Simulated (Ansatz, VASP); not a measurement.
SiO2: VASP beside Ansatz

```xyz
6
Lattice="-2.3740 2.3740 3.7440 2.3740 -2.3740 3.7440 2.3740 2.3740 -3.7440" Properties=species:S:1:pos:R:3 pbc="T T T"
Si    0.0000    0.0000    0.0000
Si    0.0000    2.3740    1.8720
O     1.1870    2.9599    2.8080
O     0.5858    1.1870    0.9360
O    -1.1870    1.7882    2.8080
O    -0.5858    3.5611    0.9360
```

Alike in both runs: task relaxation of cell and atoms; functional PBE; k mesh 8 × 8 × 8; occupations gaussian, width 0.02 eV; no spin polarisation.

|  | VASP | Ansatz |
| --- | --- | --- |
| version | VASP 6.6.1 | Ansatz 0.2.0 |
| potentials or method | VASP PAW PBE potentials, release 64 (Si, O), cutoff 600 eV | scalar-relativistic, plane waves, PAW |
| valence electrons in the cell | 32 | 32 |

```tsv
	VASP	Ansatz	Ansatz less VASP
gap on the k mesh at the Fermi level, each at its own relaxed structure (eV)	5.73	5.73	+0.007
relaxed volume (Å³/atom)	15.58	15.54	-0.040
relaxed cell length with the largest relative difference (Å)	5.126	5.123	-0.0026
```
